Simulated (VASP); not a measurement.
Mn: single point with LDA

The system is Mn.

```
Mn
1.0
     3.71369    0.00000    0.00000
    -1.85684    3.21615    0.00000
     0.00000    0.00000    2.33660
Mn
3
Direct
  0.00000 0.00000 0.00000
  0.33333 0.66667 0.50000
  0.66667 0.33333 0.50000
```

This isn't the form of Mn at room conditions, which is a 58-atom cubic cell.

```yaml
Program: VASP 6.6.1
Task: single point
Functional: LDA
Potentials_or_basis: VASP PAW LDA potentials, release 64 (Mn_pv)
Cutoff: 520 eV
k_mesh: 11 × 11 × 15
Occupations: fermi-dirac, width 0.1 eV
Spin: no spin polarisation
Dipole_correction: no
Further_INCAR_settings: ALGO = Normal; EDIFF = 1e-06; NBANDS = 26
```

```
Pressure               : 33.4 GPa
Band gap on the k mesh : zero (an odd number of electrons rules out a gap without spin polarisation)
```

Stress tensor (GPa, compression positive):
```
34.42  0.00  0.00
 0.00 34.42  0.00
 0.00  0.00 31.32
```

Levels at points of the mesh, in eV from the Fermi level:
```
           k point  band 16  band 17  band 18  band 19  band 20  band 21  band 22  band 23
(0.00, 0.00, 0.00)    -2.01    -1.37    -0.71    -0.71    -0.20    -0.20    -0.06    -0.06
```

It took 35 s on 1 thread of Intel(R) Xeon(R) 6975P-C (Granite Rapids), with other jobs on the host, peak memory 0.17 GiB.

Caveat: the cell stands under pressure; the run has no spin polarisation, though such a crystal can be magnetic. Spin polarisation is off, so any magnetic state and its effect on volume and gap are missing.
